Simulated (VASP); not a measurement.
# NaV (R-3m) in VASP: relaxation of cell and atoms with PBE

Aim: the relaxation of cell and atoms of NaV with PBE.

All numbers are computed with VASP 6.6.1; they aren't measurements. Logs are shortened: lines on timing, memory, paths and dates and some standing lists are left out, and cuts for length are marked.

## 1. The cell of the first run

The structure is trigonal, space group R-3m (No. 166). The conventional cell has a = 2.870 Å, b = 2.870 Å, c = 13.712 Å, α = 90.00°, β = 90.00°, γ = 120.00°. Na (site symmetry -3m) has 6 V at 2.82 Å and 6 Na at 2.87 Å within 3.7 Å. Within 3.7 Å of V (site symmetry -3m) lie 6 Na at 2.82 Å and 6 V at 2.87 Å.

## 2. Relaxation of cell and atoms, PBE, collinear spin, ferromagnetic start

The input, INCAR:

```
SYSTEM = NaV
ALGO     = Normal         ! electronic algorithm
EDIFF    = 1E-6           ! SCF threshold, eV
EDIFFG   = -0.04          ! ionic threshold
ENCUT    = 600            ! plane-wave cutoff, eV
GGA      = PE             ! functional
IBRION   = 2              ! ionic algorithm
ISIF     = 3              ! what is computed and relaxed
ISMEAR   = 0              ! smearing method
ISPIN    = 2              ! spin polarisation
LASPH    = .TRUE.         ! aspherical terms in the spheres
LCHARG   = .FALSE.        ! write CHGCAR
LMAXMIX  = 4              ! l up to which the mixer works
LORBIT   = 11             ! projections on sites
LREAL    = .FALSE.        ! projectors in reciprocal space
LWAVE    = .FALSE.        ! write WAVECAR
MAGMOM   = 0 1.72         ! initial moments
NELM     = 150            ! most SCF steps
NSW      = 90             ! ionic steps
PREC     = Accurate       ! precision mode
SIGMA    = 0.1            ! smearing width, eV
```

The input, KPOINTS:

```
k-points
0
G
  6 6 6
  0 0 0
```

The input, POSCAR:

```
NaV
1.0
    1.4349871314      0.8284902066      4.5706997518
   -1.4349871314      0.8284902066      4.5706997518
    0.0000000000     -1.6569804132      4.5706997518
Na V
1 1
Direct
    0.0000000000      0.0000000000      0.0000000000
    0.5000000000      0.5000000000      0.5000000000
```

Potentials or basis: VASP PAW PBE potentials, release 64 (Na_pv, V_sv).

Run with:

```
> cat potpaw_PBE.64/Na_pv/POTCAR potpaw_PBE.64/V_sv/POTCAR > POTCAR
> mpirun -np 1 vasp_std > vasp.out
```

OUTCAR:

```text
SYSTEM = NaV
   EDIFF = 1E-6
   EDIFFG = -0.04
   ENCUT = 600
   GGA = PE
   IBRION = 2
   ISIF = 3
   ISMEAR = 0
   ISPIN = 2
   LASPH = .TRUE.
   LORBIT = 11
   LREAL = .FALSE.
   NELM = 150
   NSW = 90
   PREC = Accurate

 ion  position               nearest neighbor table
   1  0.000  0.000  0.000-   2 2.82   2 2.82   2 2.82   2 2.82   2 2.82   2 2.82
   2  0.500  0.500  0.500-   1 2.82   1 2.82   1 2.82   1 2.82   1 2.82   1 2.82

  LATTYP: Found a trigonal (rhomboedric) cell.
 ALAT       =     4.8617774847
 COS(alpha) =     0.8257648184

  Lattice vectors:

 A1 = (   1.4349871314,   0.8284902066,   4.5706997518)
 A2 = (  -1.4349871314,   0.8284902066,   4.5706997518)
 A3 = (   0.0000000000,  -1.6569804132,   4.5706997518)

Analysis of symmetry for initial positions (statically):
=====================================================================
 Subroutine PRICEL returns:
 Original cell was already a primitive cell.

 Routine SETGRP: Setting up the symmetry group for a
 trigonal (rhombohedral) supercell.

 Subroutine GETGRP returns: Found 12 space group operations
 (whereof 12 operations were pure point group operations)
 out of a pool of 12 trial point group operations.

The static configuration has the point symmetry D_3d.

Analysis of symmetry for dynamics (positions and initial velocities):
=====================================================================
 Subroutine PRICEL returns:
 Original cell was already a primitive cell.

 Routine SETGRP: Setting up the symmetry group for a
 trigonal (rhombohedral) supercell.

 Subroutine GETGRP returns: Found 12 space group operations
 (whereof 12 operations were pure point group operations)
 out of a pool of 12 trial point group operations.

The dynamic configuration has the point symmetry D_3d.

Analysis of structural, dynamic, and magnetic symmetry:
=====================================================================
 Subroutine PRICEL returns:
 Original cell was already a primitive cell.

 Routine SETGRP: Setting up the symmetry group for a
 trigonal (rhombohedral) supercell.

 Subroutine GETGRP returns: Found 12 space group operations
 (whereof 12 operations were pure point group operations)
 out of a pool of 12 trial point group operations.

The overall configuration has the point symmetry D_3d.

 Subroutine INISYM returns: Found 12 space group operations
 (whereof 12 operations are pure point group operations),
 and found     1 'primitive' translations

----------------------------------------------------------------------------------------

                                     Primitive cell

  volume of cell :      32.6039
[... 99 lines left out ...]
   PSTRESS=    0.0 pullay stress
   NELECT =      20.0000    total number of electrons
   NUPDOWN=      -1.0000    fix difference up-down
   EMIN   =  10.00;   EMAX   =-10.00  energy-range for DOS
   EFERMI =   0.00;   METHOD = LEGACY
   ISMEAR =     0;   SIGMA  =   0.10  broadening in eV -4-tet -1-fermi 0-gaus
   EFERMI_NEDOS =   21; number of points for ismear=-14 and -15
   IALGO  =     38    algorithm
   IMIX   =      4    mixing-type and parameters
     AMIX     =   0.40;   BMIX     =  1.00
     AMIX_MAG =   1.60;   BMIX_MAG =  1.00
  volume/ion in A,a.u.               =      16.30       110.01
  Fermi-wavevector in a.u.,A,eV,Ry     =   1.391004  2.628616 26.325807  1.934892
  Thomas-Fermi vector in A             =   2.514885
   LORBIT       =     11    0 simple, 1 ext, 2 COOP (PROOUT), +10 PAW based schemes
   GGA     = PE    functional components
   LHFCALC =     F    Hartree Fock is set to
   AEXX    =    0.0000 exact exchange contribution
   IVDW    =     0    specifies the selected vdW correction
   LEPSILON=     F    determine dielectric tensor
   LRPA    =     F    only Hartree local field effects (RPA)
 conjugate gradient relaxation of ions
 spin polarized calculation
 Gauss-broadening in eV      SIGMA  =   0.10
  energy-cutoff  :      600.00
  volume of cell :       32.60
 maximum number of plane-waves:      1110
   NGX = 19   NGY = 19   NGZ = 19

--------------------------------------- Ionic step        1  -------------------------------------------

 number of electron      20.0000005 magnetization       1.9713916

 Free energy of the ion-electron system (eV)
  ---------------------------------------------------
  ext. energy  EPLUGINS =         0.00000000
  ---------------------------------------------------
  free energy    TOTEN  =        -7.79882353 eV

  energy without entropy =       -7.79177257  energy(sigma->0) =       -7.79529805

 E-fermi :   5.5780     XC(G=0): -10.4863

 val. band max:        5.5516691589   @ k =  -0.3333   0.3333   0.0000
 cond. band min:       5.6076890415   @ k =   0.3333  -0.0000  -0.0000
 fundamental gap:      0.0560198826
 Fermi energy:         5.5780497213

 spin component 1

 k-point     1 :       0.0000    0.0000    0.0000
  band No.  band energies     occupation
      1     -59.0117      1.00000
      2     -32.8997      1.00000
      3     -32.6603      1.00000
      4     -32.6603      1.00000
      5     -18.3258      1.00000
      6     -18.1856      1.00000
      7     -18.1856      1.00000
      8      -0.3994      1.00000
      9       3.2788      1.00000
     10       5.4054      0.99269
     11       5.4054      0.99269
     12       6.5166      0.00000
[... 1104 lines left out ...]
--------------------------------------- Ionic step        8  -------------------------------------------

 number of electron      20.0000016 magnetization       1.9990867

 Free energy of the ion-electron system (eV)
  ---------------------------------------------------
  ext. energy  EPLUGINS =         0.00000000
  ---------------------------------------------------
  free energy    TOTEN  =        -8.47001031 eV

  energy without entropy =       -8.46758138  energy(sigma->0) =       -8.46879585

 E-fermi :   4.3780     XC(G=0):  -9.7081

 val. band max:        4.3712033612   @ k =   0.1667   0.1667   0.1667
 cond. band min:       4.4420088155   @ k =   0.3333   0.3333  -0.0000
 fundamental gap:      0.0708054543
 Fermi energy:         4.3779947844

 spin component 1

 k-point     1 :       0.0000    0.0000    0.0000
  band No.  band energies     occupation
      1     -60.3733      1.00000
      2     -34.1919      1.00000
      3     -33.9858      1.00000
      4     -33.9858      1.00000
      5     -20.0960      1.00000
      6     -20.0607      1.00000
      7     -20.0607      1.00000
      8      -1.2632      1.00000
      9       1.8165      1.00000
     10       3.5927      1.00000
     11       4.1231      0.99984
     12       4.1231      0.99984
[... 882 lines left out ...]
  FREE ENERGIE OF THE ION-ELECTRON SYSTEM (eV)
  ---------------------------------------------------
  free  energy   TOTEN  =        -8.4700103071 eV

  energy  without entropy=       -8.4675813830  energy(sigma->0) =       -8.46879585

 reached required accuracy - stopping structural energy minimisation

 total charge

# of ion       s       p       d       tot
------------------------------------------
    1        0.134   6.001   0.000   6.135
    2        2.301   6.112   2.934  11.346
--------------------------------------------------
tot          2.436  12.112   2.934  17.482

 magnetization (x)

# of ion       s       p       d       tot
------------------------------------------
    1       -0.008   0.007   0.000  -0.001
    2        0.025   0.065   1.486   1.575
--------------------------------------------------
tot          0.017   0.072   1.486   1.574
```

CONTCAR:

```text
NaV
   1.00000000000000
     1.4085237335304086    0.8132115567161696    5.6272782474592384
    -1.4085237335304086    0.8132115567161696    5.6272782474592384
     0.0000000000000000   -1.6264231134323393    5.6272782474592384
  Na              V
     1     1
Direct
     0.0000000000000000    0.0000000000000000    1.0000000000000000
     0.5000000000000000    0.5000000000000000    0.5000000000000000

  0.00000000E+00  0.00000000E+00  0.00000000E+00
  0.00000000E+00  0.00000000E+00  0.00000000E+00
```

It took 5.5 min on 1 thread of Intel Xeon Platinum 8488C (Sapphire Rapids), shared host; peak memory 0.29 GiB.

What came out:

* Free energy: -8.4700 eV
* Relaxed volume: 19.34 Å³/atom
* Relaxed cell: a = 5.858 Å, b = 5.858 Å, c = 5.858 Å, α = 27.83°, β = 27.83°, γ = 27.83°
* Space group after relaxing (to 0.1 Å): R-3m (No. 166)
* Energy gained by relaxing: 335.6 meV/atom
* Ionic steps: 8
* Pressure after relaxing: -0.1 GPa
* Band gap on the k mesh: zero (filled and empty bands overlap)
* Net moment: 2.00 μB per cell
* Site moments: Na -0.00; V +1.57 μB
* Valence electrons inside the program's atomic spheres: Na 6.13; V 11.35

The path:
| step | energy change (eV) | largest force (eV/Å) | pressure (GPa) | volume (Å³) |
| --- | --- | --- | --- | --- |
| 1 | 0.0000 | 0.0000 | 12.36 | 32.60 |
| 2 | -0.5956 | 0.0000 | 0.03 | 38.66 |
| 3 | -0.6308 | 0.0000 | -1.99 | 40.49 |
| 4 | -0.6321 | 0.0000 | -2.37 | 40.95 |
| 5 | -0.6684 | 0.0000 | -1.00 | 39.35 |
| 6 | -0.6706 | 0.0000 | -0.47 | 38.93 |
| 7 | -0.6707 | 0.0000 | -0.24 | 38.88 |
| 8 | -0.6712 | 0.0000 | -0.11 | 38.67 |

Final structure:
```
CELL_PARAMETERS angstrom
1.40852 0.81321 5.62728
-1.40852 0.81321 5.62728
0.00000 -1.62642 5.62728
ATOMIC_POSITIONS crystal
Na 0.00000 0.00000 0.00000
V 0.50000 0.50000 0.50000
```

Caveat: the k points lie up to 0.43 Å⁻¹ apart in the final cell, too coarse for converged energies and pressures of a metal; the volume moved by over 15 % at a fixed basis, so the end points are rough.

The gap in the log of VASP goes by the Fermi energy; the results here count the filled bands.